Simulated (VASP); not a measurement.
Wanted: the native input for a VASP 6.6.1 run.

- Task: single point
- Functional: RPBE
- Dispersion: D3(BJ)
- Potentials or basis: VASP PAW PBE potentials, release 64 (W_sv, S)
- Cutoff: 520 eV
- k mesh: 10 × 10 × 3
- Occupations: fermi-dirac, width 0.05 eV
- Spin: no spin polarisation
- Dipole correction: no
- Further INCAR settings: ALGO = Normal; EDIFF = 1e-06; NBANDS = 35

The structure of WS2 (Tungstenite) lies in POSCAR:

```
WS2
1.0
    3.2218469041      0.0000000000      0.0000000000
   -1.6109234521      2.7902012661      0.0000000000
    0.0000000000      0.0000000000     12.6644925478
W S
2 4
Direct
    0.6666666667      0.3333333333      0.7500000000
    0.3333333333      0.6666666667      0.2500000000
    0.6666666667      0.3333333333      0.3750000000
    0.3333333333      0.6666666667      0.8750000000
    0.6666666667      0.3333333333      0.1250000000
    0.3333333333      0.6666666667      0.6250000000
```

These files were run (other wordings do the same):

INCAR

```
SYSTEM = WS2
ALGO = Normal ; EDIFF = 1E-6
ENCUT = 520 ; GGA = RP
ISIF = 2 ; ISMEAR = -1
IVDW = 12 ; LASPH = .TRUE.
LCHARG = .TRUE. ; LELF = .TRUE.
LREAL = .FALSE. ; LVHAR = .TRUE.
LWAVE = .FALSE. ; NBANDS = 35
NELM = 80 ; PREC = Accurate
SIGMA = 0.05
```

KPOINTS

```
k-points
0
G
  10 10 3
  0 0 0
```

Potentials or basis: VASP PAW PBE potentials, release 64 (W_sv, S).

Launch:

```bash
$ cat potpaw_PBE.64/W_sv/POTCAR potpaw_PBE.64/S/POTCAR > POTCAR
$ mpirun -np 1 vasp_std > vasp.out
```

Results of the run:

```json
{
  "Pressure": "-19.0 GPa",
  "Largest force": "1.013 eV/Å",
  "Band gap on the k mesh": "1.22 eV, indirect (least direct gap 1.99 eV)",
  "Dispersion energy per atom": "-1.992 eV"
}
```

Caveat: the PAW data sets were made with another functional, which shifts forces and pressure a little; spin-orbit coupling is left out, which moves the levels of the heavy elements.

Wall time 110 s on 1 thread of Intel Xeon 6975P-C, with other jobs on the host, peak memory 0.28 GiB.
